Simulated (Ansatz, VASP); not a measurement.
## One calculation of Pd, two programs

The input INCAR:

```
SYSTEM = Pd
PREC = Accurate ; ENCUT = 520
EDIFF = 1E-6 ; ISMEAR = -1
SIGMA = 0.05 ; LREAL = .False.
LASPH = .True. ; NELM = 150
ALGO = Normal ; ISIF = 2
LWAVE = .False. ; LCHARG = .False.
ISPIN = 2 ; MAGMOM = 0.5
LORBIT = 11 ; LMAXMIX = 4
GGA = PE ; NBANDS = 15
```

KPOINTS

```
regular mesh
0
Gamma
  23 23 23
  0 0 0
```

File POSCAR:

```
Pd
1.0
   -1.6101601877      1.6101601877      1.6101601877
    1.6101601877     -1.6101601877      1.6101601877
    1.6101601877      1.6101601877     -1.6101601877
Pd
1
Direct
    0.0000000000      0.0000000000      0.0000000000
```

Input for Ansatz:

```yaml
crystal:
  lattice:
    - [-1.6101601877, 1.6101601877, 1.6101601877]
    - [1.6101601877, -1.6101601877, 1.6101601877]
    - [1.6101601877, 1.6101601877, -1.6101601877]
  atoms:
    - { symbol: Pd, position: [0.0, 0.0, 0.0], spin: 0.5 }
hamiltonian:
  xc: pbe
  pseudopotentials:
    kind: paw
    azcp:
      Pd: "pseudopotentials/Pd.paw.azcp"
basis:
  ecutwfc: 420
  fft_grid_basis: typed
kpoints:
  mp_grid: { grid: [23, 23, 23], shift: [0, 0, 0] }
magnetization:
  spin_polarized: true
scf:
  occupations: { method: fermi_dirac, width: 0.05 }
output:
  stress: true
```

Alike in both runs: task single point; functional PBE; k mesh 23 × 23 × 23; occupations fermi-dirac, width 0.05 eV; collinear spin.

```csv
,VASP,Ansatz
version,VASP 6.6.1,Ansatz 0.2.0
potentials or method,"VASP PAW PBE potentials, release 64 (Pd), cutoff 520 eV","plane waves (420 eV) with PAW, scalar-relativistic"
valence electrons in the cell,10,18
```

Ansatz gave:

| Quantity | Value |
| --- | --- |
| pressure (GPa) | -10.3 |
| net moment per atom (μB) | 0.00 |

Question: What did VASP give for the same quantities?

Answer: Pressure (GPa): -10.5; net moment per atom (μB): 0.00.

VASP's potentials hold 10 valence electrons a cell and Ansatz's 18, so a difference there can come from the potentials and not from the codes. Ansatz's warnings: seeded moment not kept.
